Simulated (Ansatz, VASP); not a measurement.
## CuI: VASP beside Ansatz

INCAR

```
PREC = Accurate ; ENCUT = 600
EDIFF = 1E-6 ; ISMEAR = 0
SIGMA = 0.01 ; LREAL = False
LASPH = True ; NELM = 120
ALGO = Normal ; ISIF = 2
LWAVE = False ; LCHARG = False
GGA = PE ; IVDW = 13
NBANDS = 16 ; GGA_COMPAT = False
```

The input KPOINTS:

```
Automatic mesh
0
Gamma
  6 6 6
```

POSCAR

```
CuI
1.0
    0.0000000000      3.0315000000      3.0315000000
    3.0315000000      0.0000000000      3.0315000000
    3.0315000000      3.0315000000      0.0000000000
Cu I
1 1
Direct
    0.2500000000      0.2500000000      0.2500000000
    0.0000000000      0.0000000000      0.0000000000
```

Input for Ansatz:

```yaml
crystal:
  lattice:
    - [0.0, 3.0315, 3.0315]
    - [3.0315, 0.0, 3.0315]
    - [3.0315, 3.0315, 0.0]
  atoms:
    - { symbol: Cu, position: [0.25, 0.25, 0.25] }
    - { symbol: I, position: [0.0, 0.0, 0.0] }
basis:
  ecutwfc: 470.0
kpoints:
  mp_grid:
    grid: [6, 6, 6]
hamiltonian:
  xc: pbe
  dispersion: d4
scf:
  occupations:
    method: fixed
output:
  optics:
    de: 0.05
    sigma: 0.1
    nscf_kmesh:
      grid: [8, 8, 8]
```

Alike in both runs: task single point; functional PBE; dispersion D4; k mesh 6 × 6 × 6; no spin polarisation.

|  | VASP | Ansatz |
| --- | --- | --- |
| version | VASP 6.6.1 | Ansatz 0.2.0 |
| potentials or method | VASP PAW PBE potentials, release 64 (Cu, I), cutoff 600 eV | plane waves, PAW |
| occupations | gaussian, width 0.01 eV | fixed |
| valence electrons in the cell | 18 | 36 |

|  | VASP | Ansatz | Ansatz less VASP |
| --- | --- | --- | --- |
| gap on the k mesh at the Fermi level (eV) | 1.14 | 1.12 | -0.021 |

VASP's potentials hold 18 valence electrons a cell and Ansatz's 36, so a difference there can come from the potentials and not from the codes.

Neither program's run includes spin-orbit coupling.
